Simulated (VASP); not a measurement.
**K: single point with PBEsol**

The system is K.

```
K
1.0
    -2.68345    2.68345    2.74890
     2.68345   -2.68345    2.74890
     2.68345    2.68345   -2.74890
K
1
Direct
  0.00000 0.00000 0.00000
```

This cell differs from its parent crystal: strain +0.025 along x and y, +0.050 along z.

```
Program                : VASP 6.6.1
Task                   : single point
Functional             : PBEsol
Potentials or basis    : VASP PAW PBE potentials, release 64 (K_sv)
Cutoff                 : 520 eV
k mesh                 : 14 × 14 × 14
Occupations            : gaussian, width 0.15 eV
Spin                   : no spin polarisation
Dipole correction      : no
Further INCAR settings : ALGO = Fast; EDIFF = 1e-06; NBANDS = 10
```

The pressure is -0.3 GPa. The band gap on the k mesh is zero (an odd number of electrons rules out a gap without spin polarisation).

Levels at points of the mesh, in eV from the Fermi level:
```
           k point  band 2  band 3  band 4  band 5  band 6  band 7  band 8  band 9
(0.00, 0.00, 0.00)  -15.56  -15.56  -15.56   -2.06    4.18    4.18    4.30    5.02
(0.50, 0.00, 0.00)  -15.61  -15.58  -15.56    0.43    0.63    3.18    4.69    5.59
(0.50, 0.50, 0.00)  -15.61  -15.58  -15.56    0.48    0.69    3.05    4.76    5.59
(0.50, 0.50, 0.50)  -15.60  -15.60  -15.60    1.67    1.74    3.11    3.36    3.36
```

It took 78 s on 1 thread of Intel(R) Xeon(R) 6975P-C (Granite Rapids) (shared host), peak memory 0.32 GiB.

Caveat: the cell differs from its parent crystal (strain +0.025 along x and y, +0.050 along z); the PAW data sets were made with another functional, which shifts forces and pressure a little.
